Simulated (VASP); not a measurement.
# VSi (rocksalt type) (Fm-3m) in VASP: a series of runs

VSi (rocksalt type) is run at these levels: LDA; tasks: single point.

Everything below comes from runs of VASP 6.6.1. Logs are shortened: lines on timing, memory, paths and dates and some standing lists are left out, and cuts for length are marked.

## 1. The cell of the first run

It takes space group Fm-3m (No. 225, cubic). Conventional cell: a = 4.518 Å, b = 4.518 Å, c = 4.518 Å, α = 90.00°, β = 90.00°, γ = 90.00°. Within 3.0 Å of V (site symmetry m-3m) lie 6 Si at 2.26 Å. Within 3.0 Å of Si (site symmetry m-3m) lie 6 V at 2.26 Å.

## 2. Single point, LDA

File INCAR:

```
ALGO = Normal ; EDIFF = 1E-7
ENCUT = 520 ; ISIF = 2
ISMEAR = -1 ; LASPH = T
LCHARG = F ; LREAL = F
LWAVE = F ; NBANDS = 16
NELM = 100 ; PREC = Accurate
SIGMA = 0.1
```

File KPOINTS:

```
k-points
0
Gamma
  14 14 14
```

File POSCAR:

```
VSi
1.0
    0.0000000000      2.2589801183      2.2589801183
    2.2589801183      0.0000000000      2.2589801183
    2.2589801183      2.2589801183      0.0000000000
V Si
1 1
Direct
    0.0000000000      0.0000000000      0.0000000000
    0.5000000000      0.5000000000      0.5000000000
```

Potentials or basis: VASP PAW LDA potentials, release 64 (V_sv, Si).

On the command line:

```
$ cat potpaw_LDA.64/V_sv/POTCAR potpaw_LDA.64/Si/POTCAR > POTCAR
$ mpirun -np 1 vasp_std > vasp.out
```

OUTCAR:

```text
EDIFF = 1E-7
   ENCUT = 520
   ISIF = 2
   ISMEAR = -1
   LASPH = T
   LREAL = F
   NELM = 100
   PREC = Accurate

 ion  position               nearest neighbor table
   1  0.000  0.000  0.000-   2 2.26   2 2.26   2 2.26   2 2.26   2 2.26   2 2.26
   2  0.500  0.500  0.500-   1 2.26   1 2.26   1 2.26   1 2.26   1 2.26   1 2.26

  LATTYP: Found a face centered cubic cell.
 ALAT       =     4.5179602366

  Lattice vectors:

 A1 = (   0.0000000000,   2.2589801183,   2.2589801183)
 A2 = (   2.2589801183,   0.0000000000,   2.2589801183)
 A3 = (   2.2589801183,   2.2589801183,   0.0000000000)

Analysis of symmetry for initial positions (statically):
=====================================================================
 Subroutine PRICEL returns:
 Original cell was already a primitive cell.

 Routine SETGRP: Setting up the symmetry group for a
 face centered cubic supercell.

 Subroutine GETGRP returns: Found 48 space group operations
 (whereof 48 operations were pure point group operations)
 out of a pool of 48 trial point group operations.

The static configuration has the point symmetry O_h .

Analysis of symmetry for dynamics (positions and initial velocities):
=====================================================================
 Subroutine PRICEL returns:
 Original cell was already a primitive cell.

 Routine SETGRP: Setting up the symmetry group for a
 face centered cubic supercell.

 Subroutine GETGRP returns: Found 48 space group operations
 (whereof 48 operations were pure point group operations)
 out of a pool of 48 trial point group operations.

The dynamic configuration has the point symmetry O_h .

 Subroutine INISYM returns: Found 48 space group operations
 (whereof 48 operations are pure point group operations),
 and found     1 'primitive' translations

----------------------------------------------------------------------------------------

                                     Primitive cell

  volume of cell :      23.0551

  direct lattice vectors                    reciprocal lattice vectors
     0.000000000  2.258980118  2.258980118    -0.221338823  0.221338823  0.221338823
     2.258980118  0.000000000  2.258980118     0.221338823 -0.221338823  0.221338823
     2.258980118  2.258980118  0.000000000     0.221338823  0.221338823 -0.221338823

  length of vectors
     3.194680320  3.194680320  3.194680320     0.383370087  0.383370087  0.383370087

  position of ions in fractional coordinates (direct lattice)
     0.000000000  0.000000000  0.000000000
     0.500000000  0.500000000  0.500000000

  ion indices of the primitive-cell ions
   primitive index   ion index
                 1           1
                 2           2

----------------------------------------------------------------------------------------

 KPOINTS: k-points

Automatic generation of k-mesh.
 Grid dimensions read from file:
 generate k-points for:   14   14   14

 Generating k-lattice:

  Cartesian coordinates                     Fractional coordinates (reciprocal lattice)
    -0.015809916  0.015809916  0.015809916     0.071428571  0.000000000  0.000000000
     0.015809916 -0.015809916  0.015809916     0.000000000  0.071428571  0.000000000
     0.015809916  0.015809916 -0.015809916     0.000000000  0.000000000  0.071428571

  Length of vectors
     0.027383578  0.027383578  0.027383578

  Shift w.r.t. Gamma in fractional coordinates (k-lattice)
     0.000000000  0.000000000  0.000000000

 Subroutine IBZKPT returns following result:
 ===========================================

 Found    104 irreducible k-points:

 Following reciprocal coordinates:
            Coordinates               Weight
  0.000000  0.000000  0.000000      1.000000
  0.071429  0.000000  0.000000      8.000000
  0.142857  0.000000  0.000000      8.000000
  0.214286  0.000000  0.000000      8.000000
  0.285714  0.000000  0.000000      8.000000
  0.357143  0.000000  0.000000      8.000000
[... 16 lines left out ...]
  0.214286  0.142857  0.000000     24.000000
  0.285714  0.142857  0.000000     24.000000
 [... further k-points ...]
   k-points           NKPTS =    104   k-points in BZ     NKDIM =    104   number of bands    NBANDS=     16
   number of dos      NEDOS =    301   number of ions     NIONS =      2
   total plane-waves  NPLWV =  13824
   dimension x,y,z NGX =    24 NGY =   24 NGZ =   24
   dimension x,y,z NGXF=    48 NGYF=   48 NGZF=   48
   ions per type =               1   1
   NGX,Y,Z   is equivalent  to a cutoff of  12.49, 12.49, 12.49 a.u.
   NGXF,Y,Z  is equivalent  to a cutoff of  24.98, 24.98, 24.98 a.u.
 SYSTEM =  unknown system
   PREC   = accura    normal or accurate (medium, high low for compatibility)
   ISTART =      0    job   : 0-new  1-cont  2-samecut
   ICHARG =      2    charge: 1-file 2-atom 10-const
   ISPIN  =      1    spin polarized calculation?
   LNONCOLLINEAR =      F non collinear calculations
   LSORBIT =      F    spin-orbit coupling
   LASPH  =      T    aspherical Exc in radial PAW
   ENCUT  =  520.0 eV  38.22 Ry    6.18 a.u.   5.94  5.94  5.94*2*pi/ulx,y,z
   NELM   =    100;   NELMIN=  2; NELMDL= -5     # of ELM steps
   EDIFF  = 0.1E-06   stopping-criterion for ELM
   LREAL  =      F    real-space projection
   EDIFFG = 0.1E-05   stopping-criterion for IOM
   NSW    =      0    number of steps for IOM
   IBRION =     -1    ionic relax: 0-MD 1-quasi-New 2-CG
   NFREE  =      0    steps in history (QN), initial steepest desc. (CG)
   ISIF   =      2    stress and relaxation
   ISYM   =      2    0-nonsym 1-usesym 2-fastsym
   POTIM  = 0.5000    time-step for ionic-motion
   TEBEG  =    0.0;   TEEND  =   0.0 temperature during run
   PSTRESS=    0.0 pullay stress
   NELECT =      17.0000    total number of electrons
   NUPDOWN=      -1.0000    fix difference up-down
   EMIN   =  10.00;   EMAX   =-10.00  energy-range for DOS
   EFERMI =   0.00;   METHOD = LEGACY
   ISMEAR =    -1;   SIGMA  =   0.10  broadening in eV -4-tet -1-fermi 0-gaus
   EFERMI_NEDOS =   21; number of points for ismear=-14 and -15
   IALGO  =     38    algorithm
   IMIX   =      4    mixing-type and parameters
     AMIX     =   0.40;   BMIX     =  1.00
     AMIX_MAG =   1.60;   BMIX_MAG =  1.00
  volume/ion in A,a.u.               =      11.53        77.79
  Fermi-wavevector in a.u.,A,eV,Ry     =   1.479002  2.794908 29.762018  2.187447
  Thomas-Fermi vector in A             =   2.593213
   LORBIT       =      0    0 simple, 1 ext, 2 COOP (PROOUT), +10 PAW based schemes
   GGA     = CA    functional components
   LHFCALC =     F    Hartree Fock is set to
   AEXX    =    0.0000 exact exchange contribution
   IVDW    =     0    specifies the selected vdW correction
   LEPSILON=     F    determine dielectric tensor
   LRPA    =     F    only Hartree local field effects (RPA)
 non-spin polarized calculation
  energy-cutoff  :      520.00
  volume of cell :       23.06
 maximum number of plane-waves:       636
   NGX = 11   NGY = 11   NGZ = 11

 number of electron      17.0000009 magnetization

 Free energy of the ion-electron system (eV)
  ---------------------------------------------------
  ext. energy  EPLUGINS =         0.00000000
  ---------------------------------------------------
  free energy    TOTEN  =       -15.53593695 eV

  energy without entropy =      -15.49179533  energy(sigma->0) =      -15.51386614

 E-fermi :  12.4967     XC(G=0): -13.0536

 val. band max:       12.4413570428   @ k =  -0.2857   0.1429   0.0000
 cond. band min:      12.5268280830   @ k =   0.3571   0.0714   0.0000
 fundamental gap:      0.0854710402
 Fermi energy:        12.4966804788

 k-point     1 :       0.0000    0.0000    0.0000
  band No.  band energies     occupation
      1     -50.7824      2.00000
      2     -25.0822      2.00000
      3     -25.0822      2.00000
      4     -25.0822      2.00000
      5      -0.0336      2.00000
      6      11.0289      2.00000
[... 8 lines left out ...]
     15      25.5439      0.00000
     16      25.5439      0.00000

 k-point     2 :       0.0714    0.0000    0.0000
  band No.  band energies     occupation
      1     -50.7810      2.00000
      2     -25.0939      2.00000
      3     -25.0837      2.00000
      4     -25.0837      2.00000
      5       0.0882      2.00000
      6      10.8564      2.00000
[... 8 lines left out ...]
     15      25.4684      0.00000
     16      25.4684      0.00000

 k-point     3 :       0.1429    0.0000    0.0000
  band No.  band energies     occupation
      1     -50.7772      2.00000
      2     -25.1266      2.00000
      3     -25.0881      2.00000
      4     -25.0881      2.00000
      5       0.4485      2.00000
      6      10.3590      2.00000
[... 8 lines left out ...]
     15      25.1606      0.00000
     16      25.1606      0.00000

 k-point     4 :       0.2143    0.0000    0.0000
  band No.  band energies     occupation
      1     -50.7716      2.00000
      2     -25.1736      2.00000
      3     -25.0945      2.00000
      4     -25.0945      2.00000
      5       1.0318      2.00000
      6       9.5873      2.00000
[... 8 lines left out ...]
     15      24.4658      0.00000
     16      24.4658      0.00000

 k-point     5 :       0.2857    0.0000    0.0000
  band No.  band energies     occupation
      1     -50.7655      2.00000
      2     -25.2252      2.00000
      3     -25.1015      2.00000
      4     -25.1015      2.00000
      5       1.8131      2.00000
      6       8.6067      2.00000
[... 8 lines left out ...]
     15      23.4998      0.00000
     16      23.4998      0.00000

 k-point     6 :       0.3571    0.0000    0.0000
  band No.  band energies     occupation
      1     -50.7599      2.00000
      2     -25.2713      2.00000
      3     -25.1078      2.00000
      4     -25.1078      2.00000
      5       2.7582      2.00000
      6       7.4900      2.00000
[... 8 lines left out ...]
     15      22.6259      0.00000
     16      22.6259      0.00000
[... 267 lines left out ...]
 k-point    21 :      -0.0714    0.0714    0.0000
  band No.  band energies     occupation
      1     -50.7788      2.00000
      2     -25.1102      2.00000
      3     -25.0904      2.00000
      4     -25.0845      2.00000
      5       0.2889      2.00000
      6      10.6417      2.00000
[... 8 lines left out ...]
     15      24.9021      0.00000
     16      25.5130      0.00000

 k-point    22 :       0.1429    0.1429    0.0000
  band No.  band energies     occupation
      1     -50.7755      2.00000
      2     -25.1255      2.00000
      3     -25.0976      2.00000
      4     -25.0976      2.00000
      5       0.5986      2.00000
      6      10.4273      2.00000
[... 8 lines left out ...]
     15      25.0609      0.00000
     16      25.0609      0.00000

 k-point    23 :       0.2143    0.1429    0.0000
  band No.  band energies     occupation
      1     -50.7714      2.00000
      2     -25.1556      2.00000
      3     -25.1053      2.00000
      4     -25.1036      2.00000
      5       1.0141      2.00000
      6       9.8679      2.00000
[... 8 lines left out ...]
     15      23.9981      0.00000
     16      24.9659      0.00000

 k-point    24 :       0.2857    0.1429    0.0000
  band No.  band energies     occupation
      1     -50.7660      2.00000
      2     -25.1973      2.00000
      3     -25.1132      2.00000
      4     -25.1107      2.00000
      5       1.6343      2.00000
      6       9.1383      2.00000
[... 8 lines left out ...]
     15      22.6656      0.00000
     16      24.7794      0.00000

 [... further k-points ...]
[... 5 lines left out ...]
  --------------------------------------------------------------------------------------
  -------------------------------------------------------------------------------------
  Total        5.7070731      5.7070731      5.7070731      0.0000000     -0.0000000      0.0000000
  in kB      396.6037314    396.6037314    396.6037314      0.0000000     -0.0000000      0.0000000
  external PRESSURE =     396.6037314 kB  Pullay stress =       0.0000000 kB

 VOLUME and BASIS-vectors are now :
 -----------------------------------------------------------------------------
  energy-cutoff  :      520.00
  volume of cell :       23.06
      direct lattice vectors                 reciprocal lattice vectors
     0.000000000  2.258980118  2.258980118    -0.221338823  0.221338823  0.221338823
     2.258980118  0.000000000  2.258980118     0.221338823 -0.221338823  0.221338823
     2.258980118  2.258980118  0.000000000     0.221338823  0.221338823 -0.221338823

 POSITION                                       TOTAL-FORCE (eV/Angst)
 -----------------------------------------------------------------------------------
      0.00000      0.00000      0.00000         0.000000      0.000000     -0.000000
      2.25898      2.25898      2.25898        -0.000000      0.000000      0.000000
 -----------------------------------------------------------------------------------
    total drift:                                0.000000     -0.000000     -0.000000

  FREE ENERGIE OF THE ION-ELECTRON SYSTEM (eV)
  ---------------------------------------------------
  free  energy   TOTEN  =       -15.5359369498 eV

  energy  without entropy=      -15.4917953276  energy(sigma->0) =      -15.51386614
```

Run time: 18 s. Hardware: 1 thread of AMD EPYC 9R45 (Zen 5), shared host; peak memory 0.12 GiB.

What came out:

```yaml
Free_energy: -15.5359 eV
Pressure: 39.7 GPa
```

Levels at points of the mesh, in eV from the Fermi level:
| k point | band 6 | band 7 | band 8 | band 9 | band 10 | band 11 |
| --- | --- | --- | --- | --- | --- | --- |
| (0.00, 0.00, 0.00) | -1.47 | -1.47 | -1.47 | -0.88 | -0.88 | 4.73 |
| (0.50, 0.00, 0.00) | -7.07 | -3.08 | -3.08 | 0.98 | 0.98 | 2.36 |
| (0.50, 0.50, 0.00) | -4.82 | -3.74 | 0.13 | 0.55 | 0.55 | 1.49 |

[end of part 1 of 2]
